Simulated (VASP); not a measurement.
Write the native input for VASP 6.6.1 that does the following.

```yaml
Task: single point
Functional: PBE
Potentials_or_basis: VASP PAW PBE potentials, release 64 (Mo_sv)
Cutoff: 500 eV
k_mesh: 10 × 10 × 10
Occupations: fermi-dirac, width 0.1 eV
Spin: no spin polarisation
Dipole_correction: no
Further_INCAR_settings: ALGO = Normal; EDIFF = 1e-06; NBANDS = 13
```

The structure of Mo lies in POSCAR:

```
Mo
1.0
   -1.5838090000      1.5838090000      1.5838090000
    1.5838090000     -1.5838090000      1.5838090000
    1.5838090000      1.5838090000     -1.5838090000
Mo
1
Direct
    0.0000000000      0.0000000000      0.0000000000
```

The input as run:

INCAR

```
SYSTEM = Mo
PREC = Accurate
ENCUT = 500
EDIFF = 1E-6
ISMEAR = -1
SIGMA = 0.1
LREAL = .FALSE.
LASPH = .TRUE.
NELM = 120
ALGO = Normal
ISIF = 2
LWAVE = .FALSE.
LCHARG = .TRUE.
GGA = PE
LELF = .TRUE.
LVHAR = .TRUE.
NBANDS = 13
GGA_COMPAT = .FALSE.
```

KPOINTS

```
Automatic mesh
0
G
  10 10 10
  0 0 0
```

Potentials or basis: VASP PAW PBE potentials, release 64 (Mo_sv).

Command:

```bash
$ cat potpaw_PBE.64/Mo_sv/POTCAR > POTCAR
$ mpirun -np 1 vasp_std > vasp.out
```

Results of the run:

* Pressure: -1.2 GPa
* Band gap on the k mesh: zero (bands 7 and 8 overlap by 5.22 eV)

Run time: 7.2 s on 1 thread of Intel(R) Xeon(R) Platinum 8488C (Sapphire Rapids), with other jobs on the host, peak memory 0.12 GiB.
